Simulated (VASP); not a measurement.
SiC: single point with r2SCAN

The system is SiC.

```
CELL_PARAMETERS angstrom
0.00000 2.17400 2.17400
2.17400 0.00000 2.17400
2.17400 2.17400 0.00000
ATOMIC_POSITIONS crystal
Si 0.87803 0.00000 0.00000
C 0.75000 0.75000 0.75000
```

This cell differs from its parent crystal: all Si atoms moved +0.375 Å, as atom 1 towards its neighbour atom 1 (Si) at 3.075 Å.

```json
{
 "Program": "VASP 6.6.1",
 "Task": "single point",
 "Functional": "r2SCAN",
 "Potentials or basis": "VASP PAW PBE potentials, release 64 (Si, C)",
 "Cutoff": "520 eV",
 "k mesh": "12 × 12 × 12",
 "Occupations": "gaussian, width 0.05 eV",
 "Spin": "no spin polarisation",
 "Dipole correction": "no",
 "Further INCAR settings": "ALGO = Normal; EDIFF = 1e-07; NBANDS = 11"
}
```

```
Pressure               : 19.8 GPa
Largest force          : 9.766 eV/Å
Band gap on the k mesh : 0.03 eV, indirect (least direct gap 3.96 eV)
```

Forces in eV/Å, atoms in the order of the input:
```
Si   5.265  5.816  5.816
C   -5.265 -5.816 -5.816
```

Stress tensor (GPa, compression positive):
```
32.50 22.43 22.43
22.43 13.46 19.81
22.43 19.81 13.46
```

Levels at points of the mesh, in eV from the valence-band top:
```tsv
k point	band 2	band 3	band 4	band 5	band 6	band 7
(0.00, 0.00, 0.00)	-3.11	-1.20	0.00	5.06	6.34	6.84
(0.50, 0.00, 0.00)	-9.23	-3.75	-2.00	4.68	5.09	7.09
(0.00, 0.50, 0.00)	-10.07	-3.55	-1.00	3.93	5.28	7.86
(0.50, 0.50, 0.50)	-11.03	-2.56	-1.33	4.46	6.26	7.93
(0.50, 0.50, 0.00)	-9.25	-5.10	-3.98	0.20	3.33	13.15
(0.00, 0.50, 0.50)	-9.52	-4.55	-3.93	0.03	3.02	12.89
```

Run time: 2.6 min on 1 thread of Intel(R) Xeon(R) Platinum 8488C (Sapphire Rapids) (shared host), peak memory 0.22 GiB.

Caveat: the cell differs from its parent crystal (all Si atoms moved +0.375 Å, as atom 1 towards its neighbour atom 1 (Si) at 3.075 Å); the PAW data sets were made with another functional, which shifts forces and pressure a little. A k mesh can miss the band edges.
